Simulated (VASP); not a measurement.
# Ga (Cmce) in VASP: single point with PBE

Aim: the single point of Ga with PBE.

Program: VASP 6.6.1. These are calculated values, not measurements. Logs are shortened: lines on timing, memory, paths and dates and some standing lists are left out, and cuts for length are marked.

### Step 1. The cell of the first run

It takes space group Cmce (No. 64, orthorhombic). The conventional cell has a = 4.570 Å, b = 7.745 Å, c = 4.576 Å, α = 90.00°, β = 90.00°, γ = 90.00°. Within 3.3 Å of Ga (site symmetry m) lie 7 Ga at 2.47 to 2.83 Å.

### Step 2. Single point, PBE (20.25 Å³/atom)

INCAR

```
PREC = Accurate
ENCUT = 520
EDIFF = 1E-6
ISMEAR = -1
SIGMA = 0.05
LREAL = False
LASPH = True
NELM = 100
ALGO = Normal
ISIF = 2
LWAVE = False
LCHARG = False
GGA = PE
NBANDS = 34
```

KPOINTS

```
Automatic mesh
0
Gamma
  9 9 8
```

POSCAR

```
Ga
1.0
    2.2850290614     -3.8727005052      0.0000000000
    2.2850290614      3.8727005052      0.0000000000
    0.0000000000      0.0000000000      4.5761370792
Ga
4
Direct
    0.1525000000      0.8475000000      0.0785000000
    0.6525000000      0.3475000000      0.4215000000
    0.8475000000      0.1525000000      0.9215000000
    0.3475000000      0.6525000000      0.5785000000
```

Potentials or basis: VASP PAW PBE potentials, release 64 (Ga_d).

The run is started by

```bash
$ cat potpaw_PBE.64/Ga_d/POTCAR > POTCAR
$ mpirun -np 1 vasp_std > vasp.out
```

OUTCAR:

```text
PREC = Accurate
   ENCUT = 520
   EDIFF = 1E-6
   ISMEAR = -1
   LREAL = False
   LASPH = True
   NELM = 100
   ISIF = 2
   GGA = PE

 ion  position               nearest neighbor table
   1  0.153  0.847  0.078-   3 2.47   4 2.74   4 2.74   2 2.77   2 2.77   3 2.83   3 2.83
   2  0.653  0.347  0.422-   4 2.47   3 2.74   3 2.74   1 2.77   1 2.77   4 2.83   4 2.83
   3  0.847  0.153  0.922-   1 2.47   2 2.74   2 2.74   4 2.77   4 2.77   1 2.83   1 2.83
   4  0.347  0.653  0.578-   2 2.47   1 2.74   1 2.74   3 2.77   3 2.77   2 2.83   2 2.83

  LATTYP: Found a base centered orthorhombic cell.
 ALAT       =     4.5700581228
 B/A-ratio  =     1.6948145521
 C/A-ratio  =     1.0013301705

  Lattice vectors:

 A1 = (   2.2850290614,  -3.8727005052,   0.0000000000)
 A2 = (   2.2850290614,   3.8727005052,   0.0000000000)
 A3 = (   0.0000000000,   0.0000000000,   4.5761370792)

Analysis of symmetry for initial positions (statically):
=====================================================================
 Subroutine PRICEL returns:
 Original cell was already a primitive cell.

 Routine SETGRP: Setting up the symmetry group for a
 base centered orthorhombic supercell.

 Subroutine GETGRP returns: Found  8 space group operations
 (whereof  4 operations were pure point group operations)
 out of a pool of  8 trial point group operations.

The static configuration has the point symmetry C_2h.
 The point group associated with its full space group is D_2h.

Analysis of symmetry for dynamics (positions and initial velocities):
=====================================================================
 Subroutine PRICEL returns:
 Original cell was already a primitive cell.

 Routine SETGRP: Setting up the symmetry group for a
 base centered orthorhombic supercell.

 Subroutine GETGRP returns: Found  8 space group operations
 (whereof  4 operations were pure point group operations)
 out of a pool of  8 trial point group operations.

The dynamic configuration has the point symmetry C_2h.
 The point group associated with its full space group is D_2h.

 Subroutine INISYM returns: Found  8 space group operations
 (whereof  4 operations are pure point group operations),
 and found     1 'primitive' translations

----------------------------------------------------------------------------------------

                                     Primitive cell

  volume of cell :      80.9906

  direct lattice vectors                    reciprocal lattice vectors
[... 91 lines left out ...]
   EDIFF  = 0.1E-05   stopping-criterion for ELM
   LREAL  =      F    real-space projection
   EDIFFG = 0.1E-04   stopping-criterion for IOM
   NSW    =      0    number of steps for IOM
   IBRION =     -1    ionic relax: 0-MD 1-quasi-New 2-CG
   NFREE  =      0    steps in history (QN), initial steepest desc. (CG)
   ISIF   =      2    stress and relaxation
   ISYM   =      2    0-nonsym 1-usesym 2-fastsym
   POTIM  = 0.5000    time-step for ionic-motion
   TEBEG  =    0.0;   TEEND  =   0.0 temperature during run
   PSTRESS=    0.0 pullay stress
   NELECT =      52.0000    total number of electrons
   NUPDOWN=      -1.0000    fix difference up-down
   EMIN   =  10.00;   EMAX   =-10.00  energy-range for DOS
   EFERMI =   0.00;   METHOD = LEGACY
   ISMEAR =    -1;   SIGMA  =   0.05  broadening in eV -4-tet -1-fermi 0-gaus
   EFERMI_NEDOS =   21; number of points for ismear=-14 and -15
   IALGO  =     38    algorithm
   IMIX   =      4    mixing-type and parameters
     AMIX     =   0.40;   BMIX     =  1.00
     AMIX_MAG =   1.60;   BMIX_MAG =  1.00
  volume/ion in A,a.u.               =      20.25       136.64
  Fermi-wavevector in a.u.,A,eV,Ry     =   1.412313  2.668885 27.138574  1.994629
  Thomas-Fermi vector in A             =   2.534075
   LORBIT       =      0    0 simple, 1 ext, 2 COOP (PROOUT), +10 PAW based schemes
   GGA     = PE    functional components
   LHFCALC =     F    Hartree Fock is set to
   AEXX    =    0.0000 exact exchange contribution
   IVDW    =     0    specifies the selected vdW correction
   LEPSILON=     F    determine dielectric tensor
   LRPA    =     F    only Hartree local field effects (RPA)
 non-spin polarized calculation
  energy-cutoff  :      520.00
  volume of cell :       80.99
 maximum number of plane-waves:      2209
 NGX is ok and might be reduce to    36
   NGX = 17   NGY = 17   NGZ = 17

 number of electron      51.9999983 magnetization

 Free energy of the ion-electron system (eV)
  ---------------------------------------------------
  ext. energy  EPLUGINS =         0.00000000
  ---------------------------------------------------
  free energy    TOTEN  =       -11.59897643 eV

  energy without entropy =      -11.58989431  energy(sigma->0) =      -11.59443537

 E-fermi :   4.7556     XC(G=0): -10.4917

 val. band max:        4.7543593376   @ k =   0.1111  -0.0000   0.1250
 cond. band min:       4.7577197381   @ k =   0.1111  -0.0000   0.0000
 fundamental gap:      0.0033604005
 Fermi energy:         4.7556142594

 k-point     1 :       0.0000    0.0000    0.0000
  band No.  band energies     occupation
      1     -10.3535      2.00000
      2     -10.3476      2.00000
      3     -10.3461      2.00000
      4     -10.3250      2.00000
      5     -10.2763      2.00000
      6     -10.2463      2.00000
[... 877 lines left out ...]
     33      11.4175      0.00000
     34      12.4363      0.00000

 [... further k-points ...]

------------------------ aborting loop because EDIFF is reached ----------------------------------------

  FORCE on cell =-STRESS in cart. coord.  units (eV):
  Direction    XX          YY          ZZ          XY          YZ          ZX
  --------------------------------------------------------------------------------------
  -------------------------------------------------------------------------------------
  Total       -0.1270993      0.7470175     -0.2731179      0.0000000      0.0000000      0.0000000
  in kB       -2.5143123     14.7776959     -5.4028897      0.0000000      0.0000000      0.0000000
  external PRESSURE =       2.2868313 kB  Pullay stress =       0.0000000 kB

 VOLUME and BASIS-vectors are now :
 -----------------------------------------------------------------------------
  energy-cutoff  :      520.00
  volume of cell :       80.99
      direct lattice vectors                 reciprocal lattice vectors
     2.285029061 -3.872700505  0.000000000     0.218815598 -0.129108874  0.000000000
     2.285029061  3.872700505  0.000000000     0.218815598  0.129108874  0.000000000
     0.000000000  0.000000000  4.576137079     0.000000000  0.000000000  0.218524922

 POSITION                                       TOTAL-FORCE (eV/Angst)
 -----------------------------------------------------------------------------------
      2.28503      2.69153      0.35923         0.000000     -0.401552      0.104642
      2.28503     -1.18117      1.92884         0.000000     -0.401552     -0.104642
      2.28503     -2.69153      4.21691         0.000000      0.401552     -0.104642
      2.28503      1.18117      2.64730         0.000000      0.401552      0.104642
 -----------------------------------------------------------------------------------
    total drift:                                0.000000      0.000000     -0.000000

  FREE ENERGIE OF THE ION-ELECTRON SYSTEM (eV)
  ---------------------------------------------------
  free  energy   TOTEN  =       -11.5989764265 eV

  energy  without entropy=      -11.5898943085  energy(sigma->0) =      -11.59443537
```

OSZICAR:

```text
N       E                     dE             d eps       ncg     rms          rms(c)
DAV:   1     0.360762586998E+03    0.36076E+03   -0.25558E+04  8672   0.286E+03
DAV:   2     0.330283007630E+02   -0.32773E+03   -0.31985E+03  8772   0.538E+02
DAV:   3    -0.102680707395E+02   -0.43296E+02   -0.42788E+02  9794   0.151E+02
DAV:   4    -0.116576481729E+02   -0.13896E+01   -0.13817E+01  9826   0.302E+01
DAV:   5    -0.116866461135E+02   -0.28998E-01   -0.28988E-01 10774   0.452E+00    0.242E+00
DAV:   6    -0.116137435292E+02    0.72903E-01   -0.18843E-01 10698   0.576E+00    0.134E+00
DAV:   7    -0.115996620049E+02    0.14082E-01   -0.56081E-02 12300   0.255E+00    0.300E-01
DAV:   8    -0.115987973884E+02    0.86462E-03   -0.13772E-02  9144   0.125E+00    0.468E-02
DAV:   9    -0.115989668551E+02   -0.16947E-03   -0.11481E-03  9334   0.343E-01    0.256E-02
DAV:  10    -0.115989737290E+02   -0.68739E-05   -0.20308E-04 10228   0.152E-01    0.647E-03
DAV:  11    -0.115989772223E+02   -0.34933E-05   -0.34625E-05  9670   0.642E-02    0.526E-03
DAV:  12    -0.115989764159E+02    0.80646E-06   -0.13139E-05  9780   0.426E-02    0.873E-04
DAV:  13    -0.115989764265E+02   -0.10601E-07   -0.10129E-06  5398   0.960E-03
   1 F= -.11598976E+02 E0= -.11594435E+02  d E =-.908212E-02
```

It took 3.3 min on 1 thread of Intel Xeon Platinum 8488C (Sapphire Rapids), shared host; peak memory 0.37 GiB.

What came out:

```
Free energy            : -11.5990 eV
Pressure               : 0.2 GPa
Largest force          : 0.415 eV/Å
Band gap on the k mesh : zero (bands 26 and 27 overlap by 1.26 eV)
```

Forces in eV/Å, atoms in the order of the input:
```
Ga   0.000 -0.402  0.105
Ga   0.000 -0.402 -0.105
Ga   0.000  0.402 -0.105
Ga   0.000  0.402  0.105
```
